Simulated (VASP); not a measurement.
# AlNi (P4/mmm) in VASP: further runs, part 2 of 2

VASP 6.6.1.

## 3. Single point, PBEsol (normal strain along x +0.1100, normal strain along y +0.1100)

Contents of INCAR:

```
SYSTEM = AlNi
PREC = Accurate
ENCUT = 520
EDIFF = 1E-6
ISMEAR = 0
SIGMA = 0.15
LREAL = .False.
LASPH = .True.
NELM = 100
ALGO = Fast
ISIF = 2
LWAVE = .False.
LCHARG = .True.
GGA = PS
LELF = .True.
LVHAR = .True.
NBANDS = 14
```

Contents of KPOINTS:

```
regular mesh
0
Gamma
  16 16 16
  0 0 0
```

Contents of POSCAR:

```
AlNi
1.0
    2.2435316031     -2.2434719844      0.0000000000
    2.2435316031      2.2434719844      0.0000000000
    0.0000000000      0.0000000000      2.8688666979
Al Ni
1 1
Direct
    0.0000000000      0.0000000000      0.0000000000
    0.5000000000      0.5000000000      0.5000000000
```

Potentials or basis: VASP PAW PBE potentials, release 64 (Al, Ni).

The run is started by

```
$ cat potpaw_PBE.64/Al/POTCAR potpaw_PBE.64/Ni/POTCAR > POTCAR
$ mpirun -np 1 vasp_std > vasp.out
```

OUTCAR:

```text
SYSTEM = AlNi
   PREC = Accurate
   ENCUT = 520
   EDIFF = 1E-6
   ISMEAR = 0
   LREAL = .False.
   LASPH = .True.
   NELM = 100
   ISIF = 2
   GGA = PS

 ion  position               nearest neighbor table
   1  0.000  0.000  0.000-   2 2.66   2 2.66   2 2.66   2 2.66   2 2.66   2 2.66   2 2.66   2 2.66

   2  0.500  0.500  0.500-   1 2.66   1 2.66   1 2.66   1 2.66   1 2.66   1 2.66   1 2.66   1 2.66

  LATTYP: Found a base centered orthorhombic cell.
 ALAT       =     4.4869439688
 B/A-ratio  =     1.0000265743
 C/A-ratio  =     0.6393809947

  Lattice vectors:

 A1 = (  -2.2435316031,  -2.2434719844,   0.0000000000)
 A2 = (   2.2435316031,  -2.2434719844,   0.0000000000)
 A3 = (   0.0000000000,   0.0000000000,   2.8688666979)

Analysis of symmetry for initial positions (statically):
=====================================================================
 Subroutine PRICEL returns:
 Original cell was already a primitive cell.

 Routine SETGRP: Setting up the symmetry group for a
 base centered orthorhombic supercell.

 Subroutine GETGRP returns: Found  8 space group operations
 (whereof  8 operations were pure point group operations)
 out of a pool of  8 trial point group operations.

The static configuration has the point symmetry D_2h.

Analysis of symmetry for dynamics (positions and initial velocities):
=====================================================================
 Subroutine PRICEL returns:
 Original cell was already a primitive cell.

 Routine SETGRP: Setting up the symmetry group for a
 base centered orthorhombic supercell.

 Subroutine GETGRP returns: Found  8 space group operations
 (whereof  8 operations were pure point group operations)
 out of a pool of  8 trial point group operations.

The dynamic configuration has the point symmetry D_2h.

 Subroutine INISYM returns: Found  8 space group operations
 (whereof  8 operations are pure point group operations),
 and found     1 'primitive' translations

----------------------------------------------------------------------------------------

                                     Primitive cell

  volume of cell :      28.8797

  direct lattice vectors                    reciprocal lattice vectors
     2.243531603 -2.243471984  0.000000000     0.222862918 -0.222868841  0.000000000
     2.243531603  2.243471984  0.000000000     0.222862918  0.222868841  0.000000000
     0.000000000  0.000000000  2.868866698     0.000000000  0.000000000  0.348569699

  length of vectors
     3.172790664  3.172790664  2.868866698     0.315179949  0.315179949  0.348569699

  position of ions in fractional coordinates (direct lattice)
     0.000000000  0.000000000  0.000000000
     0.500000000  0.500000000  0.500000000

  ion indices of the primitive-cell ions
   primitive index   ion index
                 1           1
                 2           2

----------------------------------------------------------------------------------------

 KPOINTS: regular mesh

Automatic generation of k-mesh.
 Grid dimensions read from file:
 generate k-points for:   16   16   16

 Generating k-lattice:

  Cartesian coordinates                     Fractional coordinates (reciprocal lattice)
     0.013928932 -0.013929303  0.000000000     0.062500000  0.000000000  0.000000000
[... 43 lines left out ...]
   total plane-waves  NPLWV =  13824
   dimension x,y,z NGX =    24 NGY =   24 NGZ =   24
   dimension x,y,z NGXF=    48 NGYF=   48 NGZF=   48
   ions per type =               1   1
   NGX,Y,Z   is equivalent  to a cutoff of  12.58, 12.58, 13.91 a.u.
   NGXF,Y,Z  is equivalent  to a cutoff of  25.15, 25.15, 27.82 a.u.
 SYSTEM =  AlNi
   PREC   = accura    normal or accurate (medium, high low for compatibility)
   ISTART =      0    job   : 0-new  1-cont  2-samecut
   ICHARG =      2    charge: 1-file 2-atom 10-const
   ISPIN  =      1    spin polarized calculation?
   LNONCOLLINEAR =      F non collinear calculations
   LSORBIT =      F    spin-orbit coupling
   LASPH  =      T    aspherical Exc in radial PAW
   ENCUT  =  520.0 eV  38.22 Ry    6.18 a.u.   5.90  5.90  5.33*2*pi/ulx,y,z
   NELM   =    100;   NELMIN=  2; NELMDL= -5     # of ELM steps
   EDIFF  = 0.1E-05   stopping-criterion for ELM
   LREAL  =      F    real-space projection
   EDIFFG = 0.1E-04   stopping-criterion for IOM
   NSW    =      0    number of steps for IOM
   IBRION =     -1    ionic relax: 0-MD 1-quasi-New 2-CG
   NFREE  =      0    steps in history (QN), initial steepest desc. (CG)
   ISIF   =      2    stress and relaxation
   ISYM   =      2    0-nonsym 1-usesym 2-fastsym
   POTIM  = 0.5000    time-step for ionic-motion
   TEBEG  =    0.0;   TEEND  =   0.0 temperature during run
   PSTRESS=    0.0 pullay stress
   NELECT =      13.0000    total number of electrons
   NUPDOWN=      -1.0000    fix difference up-down
   EMIN   =  10.00;   EMAX   =-10.00  energy-range for DOS
   EFERMI =   0.00;   METHOD = LEGACY
   ISMEAR =     0;   SIGMA  =   0.15  broadening in eV -4-tet -1-fermi 0-gaus
   EFERMI_NEDOS =   21; number of points for ismear=-14 and -15
   IALGO  =     68    algorithm
   IMIX   =      4    mixing-type and parameters
     AMIX     =   0.40;   BMIX     =  1.00
     AMIX_MAG =   1.60;   BMIX_MAG =  1.00
  volume/ion in A,a.u.               =      14.44        97.45
  Fermi-wavevector in a.u.,A,eV,Ry     =   1.254657  2.370957 21.417791  1.574163
  Thomas-Fermi vector in A             =   2.388451
   LORBIT       =      0    0 simple, 1 ext, 2 COOP (PROOUT), +10 PAW based schemes
   GGA     = PS    functional components
   LHFCALC =     F    Hartree Fock is set to
   AEXX    =    0.0000 exact exchange contribution
   IVDW    =     0    specifies the selected vdW correction
   LEPSILON=     F    determine dielectric tensor
   LRPA    =     F    only Hartree local field effects (RPA)
 non-spin polarized calculation
 RMM-DIIS sequential band-by-band and
 Gauss-broadening in eV      SIGMA  =   0.15
  energy-cutoff  :      520.00
  volume of cell :       28.88
 maximum number of plane-waves:       804
   NGX = 11   NGY = 11   NGZ = 11

 number of electron      12.9999990 magnetization

 Free energy of the ion-electron system (eV)
  ---------------------------------------------------
  ext. energy  EPLUGINS =         0.00000000
  ---------------------------------------------------
  free energy    TOTEN  =       -11.09962920 eV

  energy without entropy =      -11.08793842  energy(sigma->0) =      -11.09378381

 E-fermi :   7.6330     XC(G=0): -11.2821

 val. band max:        7.6307305225   @ k =   0.4375   0.3750   0.2500
 cond. band min:       7.6357350263   @ k =  -0.3125   0.1875   0.4375
 fundamental gap:      0.0050045038
 Fermi energy:         7.6330088611

 k-point     1 :       0.0000    0.0000    0.0000
  band No.  band energies     occupation
      1      -2.2207      2.00000
      2       5.1524      2.00000
      3       5.1528      2.00000
      4       6.2720      2.00000
      5       6.5087      2.00000
      6       6.5088      2.00000
      7      11.3785      0.00000
      8      11.3787      0.00000
      9      14.6085      0.00000
     10      14.7708      0.00000
     11      14.8635      0.00000
     12      18.9973      0.00000
     13      25.0831      0.00000
     14      26.8463      0.00000
[... 377 lines left out ...]
      1      -2.1032      2.00000
      2       5.1420      2.00000
      3       5.1569      2.00000
      4       6.2175      2.00000
      5       6.4932      2.00000
      6       6.4990      2.00000
      7      10.8621      0.00000
      8      10.9095      0.00000
      9      14.7484      0.00000
     10      15.4256      0.00000
     11      15.4873      0.00000
     12      19.1956      0.00000
     13      23.3161      0.00000
     14      26.5457      0.00000

 [... further k-points ...]

------------------------ aborting loop because EDIFF is reached ----------------------------------------

  FORCE on cell =-STRESS in cart. coord.  units (eV):
  Direction    XX          YY          ZZ          XY          YZ          ZX
  --------------------------------------------------------------------------------------
  -------------------------------------------------------------------------------------
  Total       -4.3383350     -4.3378321     -3.3513579      0.0000000      0.0000000      0.0000000
  in kB     -240.6802506   -240.6523515   -185.9251704      0.0000000      0.0000000      0.0000000
  external PRESSURE =    -222.4192575 kB  Pullay stress =       0.0000000 kB

 VOLUME and BASIS-vectors are now :
 -----------------------------------------------------------------------------
  energy-cutoff  :      520.00
  volume of cell :       28.88
      direct lattice vectors                 reciprocal lattice vectors
     2.243531603 -2.243471984  0.000000000     0.222862918 -0.222868841  0.000000000
     2.243531603  2.243471984  0.000000000     0.222862918  0.222868841  0.000000000
     0.000000000  0.000000000  2.868866698     0.000000000  0.000000000  0.348569699

 POSITION                                       TOTAL-FORCE (eV/Angst)
 -----------------------------------------------------------------------------------
      0.00000      0.00000      0.00000        -0.000000     -0.000000      0.000000
      2.24353      0.00000      1.43443         0.000000      0.000000      0.000000
 -----------------------------------------------------------------------------------
    total drift:                                0.000000     -0.000000     -0.000000

  FREE ENERGIE OF THE ION-ELECTRON SYSTEM (eV)
  ---------------------------------------------------
  free  energy   TOTEN  =       -11.0996292046 eV

  energy  without entropy=      -11.0879384165  energy(sigma->0) =      -11.09378381
```

OSZICAR:

```text
N       E                     dE             d eps       ncg     rms          rms(c)
DAV:   1     0.374706539701E+02    0.37471E+02   -0.52718E+03 18556   0.915E+02
DAV:   2    -0.108783742643E+02   -0.48349E+02   -0.43707E+02 19380   0.169E+02
DAV:   3    -0.125048188523E+02   -0.16264E+01   -0.16080E+01 23916   0.350E+01
DAV:   4    -0.125277784978E+02   -0.22960E-01   -0.22953E-01 21646   0.377E+00
DAV:   5    -0.125284758997E+02   -0.69740E-03   -0.69739E-03 24162   0.715E-01    0.118E+01
RMM:   6    -0.158238607426E+02   -0.32954E+01   -0.19024E+01 22175   0.539E+01    0.202E+01
RMM:   7    -0.111577385972E+02    0.46661E+01   -0.55213E+00 20038   0.282E+01    0.141E+00
RMM:   8    -0.111127606060E+02    0.44978E-01   -0.18482E-01 19105   0.417E+00    0.830E-01
RMM:   9    -0.111033653411E+02    0.93953E-02   -0.42287E-02 20041   0.107E+00    0.531E-01
RMM:  10    -0.110996702895E+02    0.36951E-02   -0.54697E-03 22055   0.886E-01    0.857E-02
RMM:  11    -0.110998828449E+02   -0.21256E-03   -0.73577E-04 23502   0.331E-01    0.162E-01
RMM:  12    -0.110996297340E+02    0.25311E-03   -0.59045E-04 22841   0.272E-01    0.399E-02
RMM:  13    -0.110996291685E+02    0.56546E-06   -0.82118E-05 25013   0.752E-02    0.194E-02
RMM:  14    -0.110996315164E+02   -0.23478E-05   -0.20321E-05 26183   0.363E-02    0.156E-02
RMM:  15    -0.110996306820E+02    0.83439E-06   -0.11441E-05 21222   0.371E-02    0.135E-02
RMM:  16    -0.110996292944E+02    0.13875E-05   -0.18449E-06 14946   0.154E-02    0.328E-03
RMM:  17    -0.110996292046E+02    0.89793E-07   -0.65827E-07 11528   0.634E-03
   1 F= -.11099629E+02 E0= -.11093784E+02  d E =-.116908E-01
```

Wall time 84 s (1 thread of Intel Xeon 6975P-C (Granite Rapids), shared host); peak memory 0.36 GiB.

What came out:

```
Free energy            : -11.0996 eV
Pressure               : -22.2 GPa
Band gap on the k mesh : zero (an odd number of electrons rules out a gap without spin polarisation)
```

Stress tensor (GPa, compression positive):
```
-24.07   0.00   0.00
  0.00 -24.07   0.00
  0.00   0.00 -18.59
```

Caveat: the cell differs from its parent crystal (normal strain along x +0.1100, normal strain along y +0.1100); the cell stands under tension; the PAW data sets were made with another functional, which shifts forces and pressure a little.
